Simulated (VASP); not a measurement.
Na: single point with PBE

Na:

```xyz
2
Lattice="0.0000 3.6793 3.6793 3.6793 0.0000 3.6793 3.6793 3.6793 0.0000" Properties=species:S:1:pos:R:3 pbc="T T T"
Na   -0.9198   -0.9198   -0.9198
Na    0.9198    0.9198    0.9198
```

This cell differs from its parent crystal: volume scaled by 0.92.

```yaml
Program: VASP 6.6.1
Task: single point
Functional: PBE
Potentials_or_basis: VASP PAW PBE potentials, release 64 (Na_pv)
Cutoff: 520 eV
k_mesh: 9 × 9 × 9
Occupations: fermi-dirac, width 0.05 eV
Spin: no spin polarisation
Dipole_correction: no
Further_INCAR_settings: ALGO = Normal; EDIFF = 1e-06; NBANDS = 14
```

```yaml
Pressure: 0.3 GPa
Band_gap_on_the_k_mesh: zero (band 7 reaches -0.15 eV, above the bottom of band 8 at -0.64 eV)
```

Levels at points of the mesh, in eV from the Fermi level:
| k point | band 4 | band 5 | band 6 | band 7 | band 8 | band 9 | band 10 | band 11 |
| --- | --- | --- | --- | --- | --- | --- | --- | --- |
| (0.00, 0.00, 0.00) | -25.39 | -25.39 | -25.39 | -2.72 | 4.84 | 4.84 | 4.84 | 5.14 |

It took 34 s on 1 thread of Intel(R) Xeon(R) Platinum 8488C (Sapphire Rapids), on a shared host, peak memory 0.23 GiB.
